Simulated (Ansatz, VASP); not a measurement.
**One calculation of MgO, two programs**

The input INCAR:

```
PREC = Accurate
ENCUT = 600
EDIFF = 1E-6
ISMEAR = 0
SIGMA = 0.05
LREAL = False
LASPH = True
NELM = 120
ALGO = Normal
ISIF = 2
LWAVE = False
LCHARG = False
NBANDS = 16
ISYM = 0
GGA_COMPAT = False
```

The input KPOINTS:

```
regular mesh
0
Gamma
  9 9 6
```

File POSCAR:

```
MgO
1.0
    3.3531047684      0.0000000000      0.0000000000
   -1.6765523842      2.9038739109      0.0000000000
    0.0000000000      0.0000000000      4.8491028539
Mg O
2 2
Direct
    0.3333333333      0.6666666667      0.0021597400
    0.6666666667      0.3333333333      0.5021597400
    0.3333333333      0.6666666667      0.4024402600
    0.6666666667      0.3333333333      0.9024402600
```

Input for Ansatz:

```yaml
crystal:
  lattice:
    - [3.3531047684, 0.0, 0.0]
    - [-1.6765523842, 2.9038739109, 0.0]
    - [0.0, 0.0, 4.8491028539]
  atoms:
    - { symbol: Mg, position: [0.3333333333, 0.6666666667, 0.00215974] }
    - { symbol: Mg, position: [0.6666666667, 0.3333333333, 0.50215974] }
    - { symbol: O, position: [0.3333333333, 0.6666666667, 0.40244026] }
    - { symbol: O, position: [0.6666666667, 0.3333333333, 0.90244026] }
  symmetry: { detect: false }
basis:
  ecutwfc: 420
kpoints:
  mp_grid: { grid: [9, 9, 6] }
hamiltonian:
  xc: lda
scf:
  occupations: { method: gaussian, width: 0.05 }
output:
  forces: true
  eigenvalues: true
  stress: true
```

Alike in both runs: task single point; functional LDA; k mesh 9 × 9 × 6; occupations gaussian, width 0.05 eV; no spin polarisation.

|  | VASP | Ansatz |
| --- | --- | --- |
| version | VASP 6.6.1 | Ansatz 0.2.0 |
| potentials or method | VASP PAW LDA potentials, release 64 (Mg, O), cutoff 600 eV | scalar-relativistic, plane waves, PAW |
| valence electrons in the cell | 16 | 32 |

|  | VASP | Ansatz | Ansatz less VASP |
| --- | --- | --- | --- |
| gap on the k mesh at the Fermi level (eV) | 3.30 | 3.30 | +0.002 |
| pressure (GPa) | -5.8 | -4.5 | +1.37 |
| traceless stress, the component that is largest in VASP (GPa) | 5.68 | 5.38 | -0.297 |
| rms of the force components (eV/Å) | 0.232 | 0.228 | -0.0031 |

LDA's correlation is that of Perdew and Zunger in VASP and of Perdew and Wang (1992) in Ansatz. Atom by atom the forces differ by 0.003 eV/Å (rms over components). VASP's potentials hold 16 valence electrons a cell and Ansatz's 32, so a difference there can come from the potentials and not from the codes.
